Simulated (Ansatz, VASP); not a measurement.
NbAg3: VASP beside Ansatz

```
Nb Ag
1.0
     4.77131    0.00000    0.00000
    -2.38565    4.13208    0.00000
     0.00000    0.00000    5.26077
Nb Ag
1 3
Direct
  0.00000 0.00000 0.50000
  0.00000 0.00000 0.00000
  0.66667 0.33333 0.00000
  0.33333 0.66667 0.00000
```

Alike in both runs: functional PBE; k mesh 12 × 12 × 10; occupations gaussian, width 0.1 eV; collinear spin.

Ansatz relaxed the structure, and its values are those at the end. VASP's run is a single point on that final structure, the one shown.

```csv
,VASP,Ansatz
version,VASP 6.6.1,Ansatz 0.2.0
potentials or method,"VASP PAW PBE potentials, release 64 (Nb_sv, Ag), cutoff 520 eV","scalar-relativistic, plane waves, PAW"
valence electrons in the cell,46,70
```

|  | VASP | Ansatz | Ansatz less VASP |
| --- | --- | --- | --- |
| gap on the k mesh at the Fermi level (eV) | none | none | - |
| pressure (GPa) | -0.1 | 0.0 | +0.10 |
| net moment per atom (μB) | 0.85 | 0.85 | -0.002 |
| size of the moment on the site where the two differ most (μB) | 2.21 | 1.97 | -0.236 |

Site moments also hang on the region over which each program counts them. A gap of «none» marks a metal or a gap that the smearing closes. VASP's potentials hold 46 valence electrons a cell and Ansatz's 70, so a difference there can come from the potentials and not from the codes.
